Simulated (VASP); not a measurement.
Crystal: CuO.

```
CELL_PARAMETERS angstrom
2.34185 -1.71130 0.00000
2.34185 1.71130 0.00000
-0.85003 0.00000 5.05787
ATOMIC_POSITIONS crystal
Cu 0.50000 0.00000 0.50000
Cu 0.00000 0.50000 0.00000
O 0.41840 0.58160 0.75000
O 0.58160 0.41840 0.25000
```

* Program: VASP 6.6.1
* Task: relaxation of cell and atoms
* Functional: RPBE
* Dispersion: D4
* Potentials or basis: VASP PAW PBE potentials, release 64 (Cu, O)
* Cutoff: 600 eV
* k mesh: 10 × 10 × 5
* Occupations: fermi-dirac, width 0.05 eV
* Spin: no spin polarisation

At the start: pressure 2.4 GPa; volume 10.13 Å³/atom.

Where does the relaxation end?

Over 34 steps the energy falls by 5.6 meV/atom and the volume is 10.70 Å³/atom (+5.6 %); space group C2/c (No. 15, to 0.1 Å) before and after.

Step by step:
```csv
step,energy change (eV),largest force (eV/Å),pressure (GPa),volume (Å³)
1,0.0000,0.1393,2.35,40.54
2,-0.0072,0.1217,-1.36,41.42
3,-0.0078,0.1263,-0.57,41.23
4,-0.0100,0.0608,-0.17,41.16
5,-0.0103,0.0027,0.27,41.10
6,-0.0104,0.0184,0.28,41.11
7,-0.0112,0.0149,0.06,41.21
8,-0.0131,0.0077,-0.38,41.48
9,-0.0144,0.0105,-1.24,42.01
10,-0.0147,0.0133,-1.14,42.02
11,-0.0156,0.0179,-0.91,42.03
12,-0.0170,0.0296,-0.55,42.05
13,-0.0182,0.0504,0.33,42.09
14,-0.0189,0.0342,0.16,42.14
15,-0.0198,0.0066,0.10,42.24
16,-0.0205,0.0474,-0.21,42.42
17,-0.0208,0.0422,-0.22,42.40
18,-0.0211,0.0334,0.02,42.36
19,-0.0209,0.0168,0.65,42.28
20,-0.0212,0.0284,0.25,42.34
21,-0.0214,0.0188,0.03,42.43
22,-0.0214,0.0124,-0.14,42.49
23,-0.0216,0.0005,0.00,42.51
24,-0.0217,0.0298,0.18,42.57
25,-0.0219,0.0272,0.21,42.62
26,-0.0221,0.0200,-0.02,42.75
27,-0.0221,0.0062,-0.37,43.01
28,-0.0222,0.0139,-0.13,42.87
29,-0.0224,0.0031,-0.12,42.85
30,-0.0225,0.0142,0.06,42.81
31,-0.0226,0.0136,0.05,42.83
32,-0.0226,0.0125,-0.08,42.84
33,-0.0226,0.0131,-0.06,42.84
34,-0.0226,0.0044,-0.01,42.81
```

Final structure:
```xyz
4
Lattice="2.2181 -1.8760 0.0471 2.2181 1.8760 0.0471 -0.6981 0.0000 5.1294" Properties=species:S:1:pos:R:3 pbc="T T T"
Cu    0.7600   -0.9380    2.5882
Cu    1.1091    0.9380    0.0236
O     1.6945    0.1538    3.8941
O     2.0436   -0.1538    1.3295
```

Caveat: the PAW data sets were made with another functional, which shifts forces and pressure a little.
